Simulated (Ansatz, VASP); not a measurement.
**One calculation of Ge, two programs**

The input POSCAR:

```
Ge
1.0
    0.0000000000      2.8099234548      2.8099234548
    2.8099234548      0.0000000000      2.8099234548
    2.8099234548      2.8099234548      0.0000000000
Ge
2
Direct
    0.7500000000      0.7500000000      0.7500000000
    0.5000000000      0.5000000000      0.5000000000
```

INCAR.step1

```
SYSTEM = Ge
PREC = Accurate
ENCUT = 520
EDIFF = 1E-5
ISMEAR = -1
SIGMA = 0.05
LREAL = .False.
LASPH = .True.
NELM = 80
ALGO = Normal
ISIF = 2
LWAVE = .True.
LCHARG = .False.
GGA = PE
NBANDS = 21
```

INCAR.step2

```
SYSTEM = Ge
PREC = Accurate
ENCUT = 520
EDIFF = 1E-6
ISMEAR = -1
SIGMA = 0.05
LREAL = .False.
LASPH = .True.
NELM = 80
ALGO = Normal
ISIF = 2
LWAVE = .False.
LCHARG = .False.
GGA = B3
LHFCALC = .True.
AEXX = 0.2
AGGAX = 0.72
AGGAC = 0.81
ALDAC = 0.19
PRECFOCK = Normal
ISTART = 1
NBANDS = 21
```

KPOINTS

```
Automatic mesh
0
Gamma
  4 4 4
  0 0 0
```

File input.yaml:

```yaml
crystal:
  lattice:
    - [0.0, 2.8099234548, 2.8099234548]
    - [2.8099234548, 0.0, 2.8099234548]
    - [2.8099234548, 2.8099234548, 0.0]
  atoms:
    - { symbol: Ge, position: [0.75, 0.75, 0.75] }
    - { symbol: Ge, position: [0.5, 0.5, 0.5] }
hamiltonian:
  xc: b3lyp
  pseudopotentials: { kind: paw }
kpoints:
  mp_grid: { grid: [4, 4, 4] }
scf:
  occupations: { method: fermi_dirac, width: 0.05 }
output:
  forces: true
  stress: true
  eigenvalues: true
```

Alike in both runs: task single point; functional B3LYP; k mesh 4 × 4 × 4; occupations fermi-dirac, width 0.05 eV; no spin polarisation.

```csv
,VASP,Ansatz
version,VASP 6.6.1,Ansatz 0.2.0
potentials or method,"VASP PAW PBE potentials, release 64 (Ge_d)",Ansatz PAW
plane-wave cutoff (eV),520,420
valence electrons in the cell,28,28
```

Ansatz gave:

* gap on the k mesh at the Fermi level (eV): 1.24
* least direct gap on the mesh (eV): 1.24
* pressure (GPa): 6.0

Problem. Estimate VASP's values.

Solution. gap on the k mesh at the Fermi level (eV): 1.32; least direct gap on the mesh (eV): 1.32; pressure (GPa): 6.1.

VASP's potentials were made for PBE, not for B3LYP.

The k mesh is coarse, so the values compare programs but aren't converged.
